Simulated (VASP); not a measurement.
Here is a VASP 6.6.1 calculation.

File POSCAR:

```
TiAg2
1.0
    3.1998280000      0.0000000000      0.0000000000
   -1.5999140000      2.7711360000      0.0000000000
    0.0000000000      0.0000000000      5.7242450000
Ag Ti
2 1
Direct
    0.3333000000      0.6667000000      0.2500000000
    0.6667000000      0.3333000000      0.7500000000
    0.0000000000      0.0000000000      0.0000000000
```

INCAR.step1

```
PREC     = Accurate       # precision mode
ENCUT    = 520            # plane-wave cutoff, eV
ISMEAR   = -1             # smearing method
SIGMA    = 0.1            # smearing width, eV
LREAL    = False          # projectors in reciprocal space
LASPH    = True           # aspherical terms in the spheres
NELM     = 100            # most SCF steps
NBANDS   = 24             # bands
GGA      = PE             # functional
ALGO     = Normal         # electronic algorithm
EDIFF    = 1E-4           # SCF threshold, eV
LWAVE    = True           # write WAVECAR
LCHARG   = False          # write CHGCAR
```

Contents of INCAR.step2:

```
PREC     = Accurate       # precision mode
ENCUT    = 520            # plane-wave cutoff, eV
EDIFF    = 1E-7           # SCF threshold, eV
ISMEAR   = -1             # smearing method
SIGMA    = 0.1            # smearing width, eV
LREAL    = False          # projectors in reciprocal space
LASPH    = True           # aspherical terms in the spheres
NELM     = 100            # most SCF steps
ALGO     = Normal         # electronic algorithm
ISIF     = 2              # what is computed and relaxed
LWAVE    = False          # write WAVECAR
LCHARG   = False          # write CHGCAR
METAGGA  = R2SCAN         # meta-GGA
LMIXTAU  = True         
NBANDS   = 24             # bands
ISTART   = 1
```

The input KPOINTS:

```
regular mesh
0
Gamma
  6 6 3
```

Potentials or basis: VASP PAW PBE potentials, release 64 (Ag, Ti_sv).

Launch:

```bash
$ cat potpaw_PBE.64/Ag/POTCAR potpaw_PBE.64/Ti_sv/POTCAR > POTCAR
$ cp INCAR.step1 INCAR
$ mpirun -np 1 vasp_std > vasp.out
$ cp INCAR.step2 INCAR
$ mpirun -np 1 vasp_std > vasp.out
```

**Question.** Estimate the pressure.

**Answer.** 40.8 GPa.

**Question.** Estimate the band gap on the k mesh.

**Answer.** Zero (band 17 reaches 9.52 eV, above the bottom of band 18 at 8.81 eV).

Forces on the atoms (eV/Å):
```
Ag   0.001 -0.001  6.148
Ag  -0.001  0.001 -6.148
Ti   0.000  0.000  0.000
```

Caveat: the k points lie up to 0.38 Å⁻¹ apart; the PAW data sets were made with another functional, which shifts forces and pressure a little.
